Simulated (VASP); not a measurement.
Wanted: the native input for a VASP 6.6.1 run.

| Item | Value |
| --- | --- |
| Task | relaxation of cell and atoms |
| Functional | PBE |
| Potentials or basis | VASP PAW PBE potentials, release 64 (Gd, N) |
| Cutoff | 600 eV |
| k mesh | 14 × 14 × 14 |
| Occupations | gaussian, width 0.1 eV |
| Spin | collinear spin, ferromagnetic start |
| Starting moments | [7.55, 0.0] μB |
| Dipole correction | no |
| Further INCAR settings | ALGO = Normal; EDIFF = 1e-07; IBRION = 2; EDIFFG = -0.005; NSW = 100; ISIF = 3 |

The structure of GdN lies in POSCAR:

```
GdN
1.0
    0.0000000000      2.4994985661      2.4994985661
    2.4994985661      0.0000000000      2.4994985661
    2.4994985661      2.4994985661      0.0000000000
Gd N
1 1
Direct
    0.5000000000      0.5000000000      0.5000000000
    0.0000000000      0.0000000000      0.0000000000
```

The input as run:

INCAR

```
SYSTEM = GdN
  PREC = Accurate
  ENCUT = 600
  EDIFF = 1E-7
  ISMEAR = 0
  SIGMA = 0.1
  LREAL = .FALSE.
  LASPH = .TRUE.
  NELM = 200
  ALGO = Normal
  ISIF = 3
  LWAVE = .FALSE.
  LCHARG = .FALSE.
  ISPIN = 2
  MAGMOM = 7.55 0
  LORBIT = 11
  LMAXMIX = 6
  GGA = PE
  IBRION = 2
  NSW = 100
  EDIFFG = -0.005
  GGA_COMPAT = .FALSE.
  NELMIN = 4
```

KPOINTS

```
regular mesh
0
G
  14 14 14
  0 0 0
```

Potentials or basis: VASP PAW PBE potentials, release 64 (Gd, N).

Launch:

```sh
$ cat potpaw_PBE.64/Gd/POTCAR potpaw_PBE.64/N/POTCAR > POTCAR
$ mpirun -np 1 vasp_std > vasp.out
```

Results of the run:

| Property | Result |
| --- | --- |
| Relaxed volume | 15.47 Å³/atom |
| Relaxed cell | a = 3.524 Å, b = 3.524 Å, c = 3.524 Å, α = 60.00°, β = 60.00°, γ = 60.00° |
| Space group after relaxing (to 0.1 Å) | Fm-3m (No. 225) |
| Energy gained by relaxing | 0.6 meV/atom |
| Ionic steps | 3 |
| Pressure after relaxing | 0.0 GPa |
| Band gap on the k mesh | zero (filled and empty bands overlap) |
| Net moment | 7.00 μB per cell |
| Site moments | Gd +6.80; N -0.09 μB |
| Valence electrons inside the program's atomic spheres | Gd 15.23; N 3.62 |

Caveat: spin-orbit coupling is left out, which moves the levels of the heavy elements; a cell with one magnetic atom can't hold antiferromagnetic order, which such compounds often take; semilocal functionals describe open f shells poorly, which spoils levels, moments and volumes.

Wall time 22 min on 1 thread of Oxide Virtual Turin-like Processor (shared host), peak memory 0.27 GiB.
